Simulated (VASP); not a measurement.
# CaSc2 (P6/mmm) in VASP: a series of runs

CaSc2 is run at these levels: PBE; tasks: relaxation of cell and atoms.

Program: VASP 6.6.1. These are calculated values, not measurements. Logs are shortened: lines on timing, memory, paths and dates and some standing lists are left out, and cuts for length are marked.

## 1. The cell of the first run

The structure is hexagonal, space group P6/mmm (No. 191). Conventional cell: a = 4.182 Å, b = 4.182 Å, c = 4.183 Å, α = 90.00°, β = 90.00°, γ = 120.00°. Ca (site symmetry 6/mmm) has 12 Sc at 3.19 Å and 8 Ca at 4.18 Å within 4.2 Å. Sc (site symmetry -6m2) has 3 Sc at 2.41 Å and 6 Ca at 3.19 Å within 3.2 Å.

The cell was generated, and may not be a known phase.

## 2. Relaxation of cell and atoms, PBE

INCAR

```
SYSTEM = CaSc2
PREC = Accurate
ENCUT = 600
EDIFF = 1E-6
ISMEAR = 0
SIGMA = 0.1
LREAL = .False.
LASPH = .True.
NELM = 100
ALGO = Normal
ISIF = 3
LWAVE = .False.
LCHARG = .False.
GGA = PE
IBRION = 2
NSW = 90
EDIFFG = -0.04
```

KPOINTS

```
Automatic mesh
0
Gamma
  6 6 4
  0 0 0
```

POSCAR

```
CaSc2
1.0
    4.1815933200      0.0000000000      0.0000000000
   -2.0907966600      3.6213660500      0.0000000000
    0.0000000000      0.0000000000      4.1825682000
Ca Sc
1 2
Direct
    0.0000000000      0.0000000000      0.0000000000
    0.3333333300      0.6666666700      0.5000000000
    0.6666666700      0.3333333300      0.5000000000
```

Potentials or basis: VASP PAW PBE potentials, release 64 (Ca_sv, Sc_sv).

On the command line:

```sh
cat potpaw_PBE.64/Ca_sv/POTCAR potpaw_PBE.64/Sc_sv/POTCAR > POTCAR
mpirun -np 1 vasp_std > vasp.out
```

OUTCAR:

```text
SYSTEM = CaSc2
   PREC = Accurate
   ENCUT = 600
   EDIFF = 1E-6
   ISMEAR = 0
   LREAL = .False.
   LASPH = .True.
   NELM = 100
   ISIF = 3
   GGA = PE
   IBRION = 2
   NSW = 90
   EDIFFG = -0.04

 ion  position               nearest neighbor table
   1  0.000  0.000  0.000-   2 3.19   3 3.19   2 3.19   3 3.19   3 3.19   3 3.19   2 3.19   2 3.19
                             3 3.19   3 3.19   2 3.19   2 3.19
   2  0.333  0.667  0.500-   3 2.41   3 2.41   3 2.41   1 3.19   1 3.19   1 3.19   1 3.19   1 3.19
                             1 3.19
   3  0.667  0.333  0.500-   2 2.41   2 2.41   2 2.41   1 3.19   1 3.19   1 3.19   1 3.19   1 3.19
                             1 3.19

  LATTYP: Found a hexagonal cell.
 ALAT       =     4.1815933200
 C/A-ratio  =     1.0002331360

  Lattice vectors:

 A1 = (   4.1815933200,   0.0000000000,   0.0000000000)
 A2 = (  -2.0907966600,   3.6213660500,   0.0000000000)
 A3 = (   0.0000000000,   0.0000000000,   4.1825682000)

Analysis of symmetry for initial positions (statically):
=====================================================================
 Subroutine PRICEL returns:
 Original cell was already a primitive cell.

 Routine SETGRP: Setting up the symmetry group for a
 hexagonal supercell.

 Subroutine GETGRP returns: Found 24 space group operations
 (whereof 24 operations were pure point group operations)
 out of a pool of 24 trial point group operations.

The static configuration has the point symmetry D_6h.

Analysis of symmetry for dynamics (positions and initial velocities):
=====================================================================
 Subroutine PRICEL returns:
 Original cell was already a primitive cell.

 Routine SETGRP: Setting up the symmetry group for a
 hexagonal supercell.

 Subroutine GETGRP returns: Found 24 space group operations
 (whereof 24 operations were pure point group operations)
 out of a pool of 24 trial point group operations.

The dynamic configuration has the point symmetry D_6h.

 Subroutine INISYM returns: Found 24 space group operations
 (whereof 24 operations are pure point group operations),
 and found     1 'primitive' translations

----------------------------------------------------------------------------------------

                                     Primitive cell

  volume of cell :      63.3370

  direct lattice vectors                    reciprocal lattice vectors
     4.181593320  0.000000000  0.000000000     0.239143294  0.138069445  0.000000000
    -2.090796660  3.621366050  0.000000000     0.000000000  0.276138890  0.000000000
     0.000000000  0.000000000  4.182568200     0.000000000  0.000000000  0.239087554

  length of vectors
     4.181593320  4.181593326  4.182568200     0.276138890  0.276138890  0.239087554

[... 79 lines left out ...]
   LREAL  =      F    real-space projection
   EDIFFG = -.4E-01   stopping-criterion for IOM
   NSW    =     90    number of steps for IOM
   IBRION =      2    ionic relax: 0-MD 1-quasi-New 2-CG
   NFREE  =      1    steps in history (QN), initial steepest desc. (CG)
   ISIF   =      3    stress and relaxation
   ISYM   =      2    0-nonsym 1-usesym 2-fastsym
   POTIM  = 0.5000    time-step for ionic-motion
   TEBEG  =    0.0;   TEEND  =   0.0 temperature during run
   PSTRESS=    0.0 pullay stress
   NELECT =      32.0000    total number of electrons
   NUPDOWN=      -1.0000    fix difference up-down
   EMIN   =  10.00;   EMAX   =-10.00  energy-range for DOS
   EFERMI =   0.00;   METHOD = LEGACY
   ISMEAR =     0;   SIGMA  =   0.10  broadening in eV -4-tet -1-fermi 0-gaus
   EFERMI_NEDOS =   21; number of points for ismear=-14 and -15
   IALGO  =     38    algorithm
   IMIX   =      4    mixing-type and parameters
     AMIX     =   0.40;   BMIX     =  1.00
     AMIX_MAG =   1.60;   BMIX_MAG =  1.00
  volume/ion in A,a.u.               =      21.11       142.47
  Fermi-wavevector in a.u.,A,eV,Ry     =   1.303884  2.463984 23.131461  1.700114
  Thomas-Fermi vector in A             =   2.434857
   LORBIT       =      0    0 simple, 1 ext, 2 COOP (PROOUT), +10 PAW based schemes
   GGA     = PE    functional components
   LHFCALC =     F    Hartree Fock is set to
   AEXX    =    0.0000 exact exchange contribution
   IVDW    =     0    specifies the selected vdW correction
   LEPSILON=     F    determine dielectric tensor
   LRPA    =     F    only Hartree local field effects (RPA)
 conjugate gradient relaxation of ions
 non-spin polarized calculation
 Gauss-broadening in eV      SIGMA  =   0.10
  energy-cutoff  :      600.00
  volume of cell :       63.34
 maximum number of plane-waves:      2147
 NGX is ok and might be reduce to    36
   NGX = 17   NGY = 17   NGZ = 17

--------------------------------------- Ionic step        1  -------------------------------------------

 number of electron      31.9999999 magnetization

 Free energy of the ion-electron system (eV)
  ---------------------------------------------------
  ext. energy  EPLUGINS =         0.00000000
  ---------------------------------------------------
  free energy    TOTEN  =       -10.18441037 eV

  energy without entropy =      -10.15564526  energy(sigma->0) =      -10.17002781

 E-fermi :   4.5377     XC(G=0): -10.3026

 val. band max:        4.5366983940   @ k =   0.1667  -0.0000   0.2500
 cond. band min:       4.5863840378   @ k =   0.3333   0.1667   0.5000
 fundamental gap:      0.0496856438
 Fermi energy:         4.5377089398

 k-point     1 :       0.0000    0.0000    0.0000
  band No.  band energies     occupation
      1     -44.5017      2.00000
      2     -43.7440      2.00000
      3     -35.2795      2.00000
      4     -23.8612      2.00000
      5     -23.8612      2.00000
      6     -22.9430      2.00000
[... 576 lines left out ...]
  FREE ENERGIE OF THE ION-ELECTRON SYSTEM (eV)
  ---------------------------------------------------
  free  energy   TOTEN  =       -12.6095084410 eV

  energy  without entropy=      -12.5765716438  energy(sigma->0) =      -12.59304004

[... ionic steps 4 to 8 ...]

--------------------------------------- Ionic step        9  -------------------------------------------

 number of electron      32.0000006 magnetization

------------------------ aborting loop because EDIFF is reached ----------------------------------------
[... 69 lines left out ...]
--------------------------------------- Ionic step       11  -------------------------------------------

 number of electron      32.0000004 magnetization

 Free energy of the ion-electron system (eV)
  ---------------------------------------------------
  ext. energy  EPLUGINS =         0.00000000
  ---------------------------------------------------
  free energy    TOTEN  =       -13.57709529 eV

  energy without entropy =      -13.53340457  energy(sigma->0) =      -13.55524993

 E-fermi :   3.0217     XC(G=0):  -9.1308

 val. band max:        3.0203768150   @ k =   0.1667   0.1667   0.5000
 cond. band min:       3.0482934978   @ k =   0.1667  -0.0000   0.5000
 fundamental gap:      0.0279166828
 Fermi energy:         3.0217487062

 k-point     1 :       0.0000    0.0000    0.0000
  band No.  band energies     occupation
      1     -46.8349      2.00000
      2     -46.7951      2.00000
      3     -37.7775      2.00000
      4     -25.5304      2.00000
      5     -25.5304      2.00000
      6     -25.3711      2.00000
[... 502 lines left out ...]
  FREE ENERGIE OF THE ION-ELECTRON SYSTEM (eV)
  ---------------------------------------------------
  free  energy   TOTEN  =       -13.5770952872 eV

  energy  without entropy=      -13.5334045658  energy(sigma->0) =      -13.55524993

 reached required accuracy - stopping structural energy minimisation
```

OSZICAR:

```text
N       E                     dE             d eps       ncg     rms          rms(c)
DAV:   1     0.598823708098E+03    0.59882E+03   -0.16534E+04   840   0.194E+03
DAV:   2     0.184287925342E+02   -0.58039E+03   -0.57359E+03  1192   0.693E+02
DAV:   3    -0.950043338979E+01   -0.27929E+02   -0.26889E+02  1324   0.202E+02
DAV:   4    -0.112596111102E+02   -0.17592E+01   -0.16087E+01  1632   0.339E+01
[... 122 lines left out ...]
DAV:   5    -0.135765824986E+02   -0.19190E-03   -0.21561E-03  1212   0.335E-01    0.138E-01
DAV:   6    -0.135771031427E+02   -0.52064E-03   -0.11909E-03  1640   0.203E-01    0.224E-02
DAV:   7    -0.135770989385E+02    0.42041E-05   -0.13224E-04  1460   0.720E-02    0.172E-02
DAV:   8    -0.135770949293E+02    0.40092E-05   -0.11330E-05  1160   0.295E-02    0.421E-03
DAV:   9    -0.135770952872E+02   -0.35791E-06   -0.14670E-06   700   0.113E-02
  11 F= -.13577095E+02 E0= -.13555250E+02  d E =-.341113E-01
```

CONTCAR:

```text
CaSc2
   1.00000000000000
     5.5096498827978238   -0.0000000000000000   -0.0000000000000000
    -2.7548249413989119    4.7714967775016381   -0.0000000000000000
     0.0000000000000000    0.0000000000000000    3.3247782236779511
  Ca              Sc
     1     2
Direct
     0.0000000000000000    0.0000000000000000    0.0000000000000000
     0.3333333300000021    0.6666666699999979    0.5000000000000000
     0.6666666699999979    0.3333333300000021    0.5000000000000000

  0.00000000E+00  0.00000000E+00  0.00000000E+00
  0.00000000E+00  0.00000000E+00  0.00000000E+00
  0.00000000E+00  0.00000000E+00  0.00000000E+00
```

Run time: 9.4 min. Hardware: 1 thread of Intel Xeon 8259CL, shared host; peak memory 0.23 GiB.

Results:

* Free energy: -13.5771 eV
* Relaxed volume: 29.14 Å³/atom
* Relaxed cell: a = 5.510 Å, b = 5.510 Å, c = 3.325 Å, α = 90.00°, β = 90.00°, γ = 120.00°
* Space group after relaxing (to 0.1 Å): P6/mmm (No. 191)
* Energy gained by relaxing: 1130.9 meV/atom
* Ionic steps: 11
* Pressure after relaxing: 0.0 GPa
* Band gap on the k mesh: zero (bands 16 and 17 overlap by 0.62 eV)

The path:
```tsv
step	energy change (eV)	largest force (eV/Å)	pressure (GPa)	volume (Å³)
1	0.0000	0.0000	21.77	63.34
2	-2.3582	0.0000	0.87	93.02
3	-2.4251	0.0000	-2.83	107.65
4	-2.4481	0.0000	-1.79	102.96
5	-2.8446	0.0000	-2.38	100.54
6	-3.2594	0.0000	-0.50	88.57
7	-3.3194	0.0000	-2.32	94.81
8	-3.3527	0.0000	-2.03	93.37
9	-3.3586	0.0000	-1.93	92.82
10	-3.3873	0.0000	0.86	85.38
11	-3.3927	0.0000	-0.01	87.41
```

Final structure:
```cif
data_structure
_symmetry_space_group_name_H-M 'P 1'
_symmetry_Int_Tables_number 1
_cell_length_a 5.5096
_cell_length_b 5.5096
_cell_length_c 3.3248
_cell_angle_alpha 90.000
_cell_angle_beta 90.000
_cell_angle_gamma 120.000
_cell_volume 87.41
loop_
_atom_site_label
_atom_site_type_symbol
_atom_site_fract_x
_atom_site_fract_y
_atom_site_fract_z
_atom_site_occupancy
Ca1 Ca 0.00000 0.00000 0.00000 1
Sc1 Sc 0.33333 0.66667 0.50000 1
Sc2 Sc 0.66667 0.33333 0.50000 1
```

Caveat: the k points lie up to 0.47 Å⁻¹ apart in the final cell, too coarse for converged energies and pressures of a metal; the volume moved by over 15 % at a fixed basis, so the end points are rough.

## 3. Relaxation of cell and atoms, PBE

This run uses another cell than the first one, of 29.08 Å³/atom.

INCAR

```
SYSTEM = CaSc2
ALGO = Normal
EDIFF = 1E-6
EDIFFG = -0.04
ENCUT = 600
GGA = PE
IBRION = 2
ISIF = 3
ISMEAR = 0
LASPH = .TRUE.
LCHARG = .FALSE.
LREAL = .FALSE.
LWAVE = .FALSE.
NELM = 80
NSW = 90
PREC = Accurate
SIGMA = 0.1
```

KPOINTS

```
k-points
0
G
  6 6 6
  0 0 0
```

POSCAR

```
CaSc2
1.0
    5.5108020147      0.0000000000      0.0000000000
   -2.7554010074      4.7724945400      0.0000000000
    0.0000000000      0.0000000000      3.3172436925
Ca Sc
1 2
Direct
    0.0000000000      0.0000000000      0.0000000000
    0.3333333333      0.6666666667      0.5000000000
    0.6666666667      0.3333333333      0.5000000000
```

Potentials or basis: VASP PAW PBE potentials, release 64 (Ca_sv, Sc_sv).

On the command line:

```sh
cat potpaw_PBE.64/Ca_sv/POTCAR potpaw_PBE.64/Sc_sv/POTCAR > POTCAR
mpirun -np 1 vasp_std > vasp.out
```

OUTCAR:

```text
SYSTEM = CaSc2
   EDIFF = 1E-6
   EDIFFG = -0.04
   ENCUT = 600
   GGA = PE
   IBRION = 2
   ISIF = 3
   ISMEAR = 0
   LASPH = .TRUE.
   LREAL = .FALSE.
   NELM = 80
   NSW = 90
   PREC = Accurate

 ion  position               nearest neighbor table
   1  0.000  0.000  0.000-
   2  0.333  0.667  0.500-   3 3.18   3 3.18   3 3.18
   3  0.667  0.333  0.500-   2 3.18   2 3.18   2 3.18

  LATTYP: Found a hexagonal cell.
 ALAT       =     5.5108020147
 C/A-ratio  =     0.6019529796

  Lattice vectors:

 A1 = (   5.5108020147,   0.0000000000,   0.0000000000)
 A2 = (  -2.7554010074,   4.7724945400,   0.0000000000)
 A3 = (   0.0000000000,   0.0000000000,   3.3172436925)

[... 255 lines left out ...]
  ---------------------------------------------------
  ext. energy  EPLUGINS =         0.00000000
  ---------------------------------------------------
  free energy    TOTEN  =       -13.56154382 eV

  energy without entropy =      -13.51211807  energy(sigma->0) =      -13.53683094

 E-fermi :   3.0227     XC(G=0):  -9.1098

 val. band max:        3.0180853922   @ k =   0.3333   0.0000   0.1667
 cond. band min:       3.0319685102   @ k =   0.1667  -0.0000   0.1667
 fundamental gap:      0.0138831179
 Fermi energy:         3.0227134481

 k-point     1 :       0.0000    0.0000    0.0000
  band No.  band energies     occupation
      1     -46.8538      2.00000
      2     -46.8139      2.00000
      3     -37.7793      2.00000
      4     -25.5418      2.00000
      5     -25.5418      2.00000
      6     -25.4042      2.00000
[... 541 lines left out ...]
     19       3.8353      0.00000
     20       4.3634      0.00000

 [... further k-points ...]

------------------------ aborting loop because EDIFF is reached ----------------------------------------

  FORCE on cell =-STRESS in cart. coord.  units (eV):
  Direction    XX          YY          ZZ          XY          YZ          ZX
  --------------------------------------------------------------------------------------
  -------------------------------------------------------------------------------------
  Total       -0.1025091     -0.1025091      0.0534620      0.0000000      0.0000000      0.0000000
  in kB       -1.8693208     -1.8693208      0.9749153      0.0000000      0.0000000      0.0000000
  external PRESSURE =      -0.9212421 kB  Pullay stress =       0.0000000 kB
[... 18 lines left out ...]
  FREE ENERGIE OF THE ION-ELECTRON SYSTEM (eV)
  ---------------------------------------------------
  free  energy   TOTEN  =       -13.5615438204 eV

  energy  without entropy=      -13.5121180655  energy(sigma->0) =      -13.53683094

 reached required accuracy - stopping structural energy minimisation
```

OSZICAR:

```text
N       E                     dE             d eps       ncg     rms          rms(c)
DAV:   1     0.601915589960E+03    0.60192E+03   -0.15688E+04  1120   0.178E+03
DAV:   2     0.118667761036E+02   -0.59005E+03   -0.58338E+03  1632   0.662E+02
DAV:   3    -0.148667627428E+02   -0.26734E+02   -0.26051E+02  1828   0.194E+02
[... 23 lines left out ...]
DAV:   3    -0.135615916018E+02    0.75468E-03   -0.14436E-03  1856   0.381E-01    0.752E-02
DAV:   4    -0.135615383635E+02    0.53238E-04   -0.56988E-04  2124   0.152E-01    0.307E-02
DAV:   5    -0.135615425825E+02   -0.42190E-05   -0.53784E-05  1808   0.433E-02    0.176E-02
DAV:   6    -0.135615446546E+02   -0.20720E-05   -0.23566E-05  2224   0.312E-02    0.690E-03
DAV:   7    -0.135615438204E+02    0.83420E-06   -0.59014E-06  1476   0.188E-02
   3 F= -.13561544E+02 E0= -.13536831E+02  d E =-.937450E-03
```

Run time: 3.7 min. Hardware: 1 thread of Intel Xeon 8259CL, shared host; peak memory 0.29 GiB.

Results:

```yaml
Free_energy: -13.5615 eV
Relaxed_volume: 29.29 Å³/atom
Relaxed_cell: a = 5.511 Å, b = 5.511 Å, c = 3.340 Å, α = 90.00°, β = 90.00°, γ = 120.00°
Space_group_after_relaxing_to_0.1_Å: P6/mmm (No. 191)
Energy_gained_by_relaxing: 0.3 meV/atom
Ionic_steps: 3
Pressure_after_relaxing: -0.1 GPa
Band_gap_on_the_k_mesh: zero (bands 16 and 17 overlap by 0.64 eV)
```

Step by step:
| step | energy change (eV) | largest force (eV/Å) | pressure (GPa) | volume (Å³) |
| --- | --- | --- | --- | --- |
| 1 | 0.0000 | 0.0000 | 0.13 | 87.24 |
| 2 | -0.0006 | 0.0000 | 0.02 | 87.55 |
| 3 | -0.0009 | 0.0000 | -0.09 | 87.86 |

Final structure:
```
Ca Sc
1.0
     5.51113    0.00000    0.00000
    -2.75556    4.77278    0.00000
     0.00000    0.00000    3.34024
Ca Sc
1 2
Direct
  0.00000 0.00000 0.00000
  0.33333 0.66667 0.50000
  0.66667 0.33333 0.50000
```

The gap in the log of VASP goes by the Fermi energy; the results here count the filled bands.